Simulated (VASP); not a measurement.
Al2O3, 5 atoms in the cell. It takes space group P-6m2 (No. 187, hexagonal). Conventional cell: a = 2.810 Å, b = 2.810 Å, c = 7.296 Å, α = 90.00°, β = 90.00°, γ = 120.00°. Within 2.3 Å of Al (site symmetry 3m) lie 6 O at 1.76 to 2.14 Å. O (site symmetry 3m) has 3 Al at 1.76 Å within 2.3 Å. Within 2.8 Å of O (site symmetry -6m2) lie 6 Al at 2.14 Å and 6 O at 2.63 Å. 

```yaml
Program: VASP 6.6.1
Task: single point
Functional: PBE
Dispersion: D3(BJ)
Potentials_or_basis: VASP PAW PBE potentials, release 64 (Al, O)
Cutoff: 520 eV
k_mesh: 9 × 9 × 4
Occupations: gaussian, width 0.05 eV
Spin: no spin polarisation
Dipole_correction: no
Further_INCAR_settings: ALGO = Normal; EDIFF = 1e-06; NBANDS = 20
```

Potentials or basis: VASP PAW PBE potentials, release 64 (Al, O).

Launch:

```sh
$ cat potpaw_PBE.64/Al/POTCAR potpaw_PBE.64/O/POTCAR > POTCAR
$ mpirun -np 1 vasp_std > vasp.out
```

Hardware: 1 thread of Intel(R) Xeon(R) 6975P-C (Granite Rapids) (shared host).

Problem. Estimate the wall time of this run.

Solution. Wall time 17 s on 1 thread of Intel(R) Xeon(R) 6975P-C (Granite Rapids), with other jobs on the host, peak memory 0.19 GiB. Counts: scf iterations 15, k points 36.
